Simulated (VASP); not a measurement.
# BAs (F-43m) in VASP: further runs, part 2 of 2

VASP 6.6.1. Earlier steps stand in the parts before.

**4. Single point, PBEsol**

INCAR reads:

```
ALGO = Normal
EDIFF = 1E-6
ENCUT = 600
GGA = PS
GGA_COMPAT = F
ISIF = 2
ISMEAR = 1
LASPH = T
LCHARG = F
LREAL = F
LWAVE = F
NBANDS = 16
NELM = 120
PREC = Accurate
SIGMA = 0.5
```

KPOINTS reads:

```
k-points
0
Gamma
  6 6 6
```

POSCAR reads:

```
BAs
1.0
    0.0000000000      2.3918676038      2.3918676038
    2.3918676038      0.0000000000      2.3918676038
    2.3918676038      2.3918676038      0.0000000000
B As
1 1
Direct
    0.0000000000      0.0000000000      0.0000000000
    0.2500000000      0.2500000000      0.2500000000
```

Potentials or basis: VASP PAW PBE potentials, release 64 (B, As_d).

Launch:

```console
$ cat potpaw_PBE.64/B/POTCAR potpaw_PBE.64/As_d/POTCAR > POTCAR
$ mpirun -np 1 vasp_std > vasp.out
```

OUTCAR:

```text
EDIFF = 1E-6
   ENCUT = 600
   GGA = PS
   ISIF = 2
   ISMEAR = 1
   LASPH = T
   LREAL = F
   NELM = 120
   PREC = Accurate

 ion  position               nearest neighbor table
   1  0.000  0.000  0.000-   2 2.07   2 2.07   2 2.07   2 2.07
   2  0.250  0.250  0.250-   1 2.07   1 2.07   1 2.07   1 2.07

  LATTYP: Found a face centered cubic cell.
 ALAT       =     4.7837352076

  Lattice vectors:

 A1 = (   0.0000000000,   2.3918676038,   2.3918676038)
 A2 = (   2.3918676038,   0.0000000000,   2.3918676038)
 A3 = (   2.3918676038,   2.3918676038,   0.0000000000)

Analysis of symmetry for initial positions (statically):
=====================================================================
 Subroutine PRICEL returns:
 Original cell was already a primitive cell.

 Routine SETGRP: Setting up the symmetry group for a
 face centered cubic supercell.

 Subroutine GETGRP returns: Found 24 space group operations
 (whereof 24 operations were pure point group operations)
 out of a pool of 48 trial point group operations.

The static configuration has the point symmetry T_d .

Analysis of symmetry for dynamics (positions and initial velocities):
=====================================================================
 Subroutine PRICEL returns:
 Original cell was already a primitive cell.

 Routine SETGRP: Setting up the symmetry group for a
 face centered cubic supercell.

 Subroutine GETGRP returns: Found 24 space group operations
 (whereof 24 operations were pure point group operations)
 out of a pool of 48 trial point group operations.

The dynamic configuration has the point symmetry T_d .

 Subroutine INISYM returns: Found 24 space group operations
 (whereof 24 operations are pure point group operations),
 and found     1 'primitive' translations

----------------------------------------------------------------------------------------

                                     Primitive cell
[... 99 lines left out ...]
   IALGO  =     38    algorithm
   IMIX   =      4    mixing-type and parameters
     AMIX     =   0.40;   BMIX     =  1.00
     AMIX_MAG =   1.60;   BMIX_MAG =  1.00
  volume/ion in A,a.u.               =      13.68        92.34
  Fermi-wavevector in a.u.,A,eV,Ry     =   1.423700  2.690403 27.577950  2.026922
  Thomas-Fermi vector in A             =   2.544270
   LORBIT       =      0    0 simple, 1 ext, 2 COOP (PROOUT), +10 PAW based schemes
   GGA     = PS    functional components
   LHFCALC =     F    Hartree Fock is set to
   AEXX    =    0.0000 exact exchange contribution
   IVDW    =     0    specifies the selected vdW correction
   LEPSILON=     F    determine dielectric tensor
   LRPA    =     F    only Hartree local field effects (RPA)
 non-spin polarized calculation
 Methfessel and Paxton  Order N= 1 SIGMA  =   0.50
  energy-cutoff  :      600.00
  volume of cell :       27.37
 maximum number of plane-waves:       941
   NGX = 13   NGY = 13   NGZ = 13

 number of electron      18.0000010 magnetization

 Free energy of the ion-electron system (eV)
  ---------------------------------------------------
  ext. energy  EPLUGINS =         0.00000000
  ---------------------------------------------------
  free energy    TOTEN  =       -12.22971804 eV

  energy without entropy =      -12.23469717  energy(sigma->0) =      -12.23137775

 E-fermi :   5.5694     XC(G=0): -11.2994

 val. band max:        4.6811242518   @ k =   0.0000   0.0000   0.0000
 cond. band min:       5.8732456240   @ k =   0.3333   0.3333   0.0000
 fundamental gap:      1.1921213722
 Fermi energy:         5.5693959822

 k-point     1 :       0.0000    0.0000    0.0000
  band No.  band energies     occupation
      1     -31.0248      2.00000
      2     -31.0248      2.00000
      3     -31.0248      2.00000
      4     -31.0012      2.00000
      5     -31.0012      2.00000
      6     -10.7181      2.00000
[... 281 lines left out ...]
      3     -31.0091      2.00000
      4     -31.0050      2.00000
      5     -30.9971      2.00000
      6      -6.4375      2.00000
[... 8 lines left out ...]
     15      20.2521      0.00000
     16      20.6268      0.00000

------------------------ aborting loop because EDIFF is reached ----------------------------------------

  FORCE on cell =-STRESS in cart. coord.  units (eV):
  Direction    XX          YY          ZZ          XY          YZ          ZX
  --------------------------------------------------------------------------------------
  -------------------------------------------------------------------------------------
  Total       -0.2594579     -0.2594579     -0.2594579      0.0000000      0.0000000      0.0000000
  in kB      -15.1892431    -15.1892431    -15.1892431      0.0000000      0.0000000      0.0000000
  external PRESSURE =     -15.1892431 kB  Pullay stress =       0.0000000 kB

 VOLUME and BASIS-vectors are now :
 -----------------------------------------------------------------------------
  energy-cutoff  :      600.00
  volume of cell :       27.37
      direct lattice vectors                 reciprocal lattice vectors
     0.000000000  2.391867604  2.391867604    -0.209041671  0.209041671  0.209041671
     2.391867604  0.000000000  2.391867604     0.209041671 -0.209041671  0.209041671
     2.391867604  2.391867604  0.000000000     0.209041671  0.209041671 -0.209041671

 POSITION                                       TOTAL-FORCE (eV/Angst)
 -----------------------------------------------------------------------------------
      0.00000      0.00000      0.00000        -0.000000      0.000000      0.000000
      1.19593      1.19593      1.19593         0.000000     -0.000000     -0.000000
 -----------------------------------------------------------------------------------
    total drift:                                0.000001      0.000001      0.000001

  FREE ENERGIE OF THE ION-ELECTRON SYSTEM (eV)
  ---------------------------------------------------
  free  energy   TOTEN  =       -12.2297180372 eV

  energy  without entropy=      -12.2346971710  energy(sigma->0) =      -12.23137775
```

It took 4.6 s on 1 thread of Intel Xeon 6975P-C (Granite Rapids), shared host; peak memory 0.15 GiB.

What came out:

| Property | Result |
| --- | --- |
| Free energy | -12.2297 eV |
| Pressure | -1.5 GPa |
| Band gap on the k mesh | 1.19 eV, indirect (least direct gap 3.24 eV) |

Caveat: the PAW data sets were made with another functional, which shifts forces and pressure a little.

**5. Summary**

```csv
level,potentials or basis,cutoff (eV),smearing,second run,gap on the mesh (eV),pressure (GPa)
PBEsol,"VASP PAW PBE potentials, release 64 (B, As)",500,gaussian 0.05 eV,-,1.18,-0.5
LDA,"VASP PAW LDA potentials, release 64 (B, As)",500,gaussian 0.01 eV,-,1.22,-3.6
PBEsol,"VASP PAW PBE potentials, release 64 (B, As_d)",600,methfessel-paxton 0.5 eV,valence_matched,1.19,-1.5
```

Alike in all rows: task single point; no spin polarisation; cell as given; k mesh 6 × 6 × 6.

Caveats: the PAW data sets were made with another functional, which shifts forces and pressure a little (some runs).

Absolute energies hang on the potentials; compare differences alone.
